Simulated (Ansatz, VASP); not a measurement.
**KBr in VASP and in Ansatz**

Contents of INCAR:

```
ALGO = Normal ; EDIFF = 1E-6
ENCUT = 520 ; GGA = PE
ISIF = 2 ; ISMEAR = 0
LASPH = T ; LCHARG = F
LREAL = F ; LWAVE = F
NBANDS = 15 ; NELM = 80
PREC = Accurate ; SIGMA = 0.01
```

File KPOINTS:

```
k-points
0
Gamma
  6 6 6
```

Contents of POSCAR:

```
KBr
1.0
    0.0000000000      3.7946333561      3.7946333561
    3.7946333561      0.0000000000      3.7946333561
    3.7946333561      3.7946333561      0.0000000000
K Br
1 1
Direct
    0.0000000000      0.0000000000      0.0000000000
    0.2500000000      0.2500000000      0.2500000000
```

Input for Ansatz:

```yaml
crystal:
  lattice:
    - [0.0, 3.7946333561, 3.7946333561]
    - [3.7946333561, 0.0, 3.7946333561]
    - [3.7946333561, 3.7946333561, 0.0]
  atoms:
    - { symbol: K, position: [0.0, 0.0, 0.0] }
    - { symbol: Br, position: [0.25, 0.25, 0.25] }
kpoints:
  mp_grid: { grid: [6, 6, 6] }
hamiltonian:
  xc: pbe
scf:
  occupations: { method: fixed }
  n_extra_bands: 4
output:
  forces: true
  stress: true
  eigenvalues: true
```

Alike in both runs: task single point; functional PBE; k mesh 6 × 6 × 6; no spin polarisation.

|  | VASP | Ansatz |
| --- | --- | --- |
| version | VASP 6.6.1 | Ansatz 0.2.0 |
| potentials or method | VASP PAW PBE potentials, release 64 (K_sv, Br) | plane waves, PAW |
| plane-wave cutoff (eV) | 520 | 420 |
| occupations | gaussian, width 0.01 eV | fixed |
| valence electrons in the cell | 16 | 16 |

```tsv
	VASP	Ansatz	Ansatz less VASP
gap on the k mesh at the Fermi level (eV)	4.13	4.13	+0.001
pressure (GPa)	-0.5	-0.5	-0.02
```
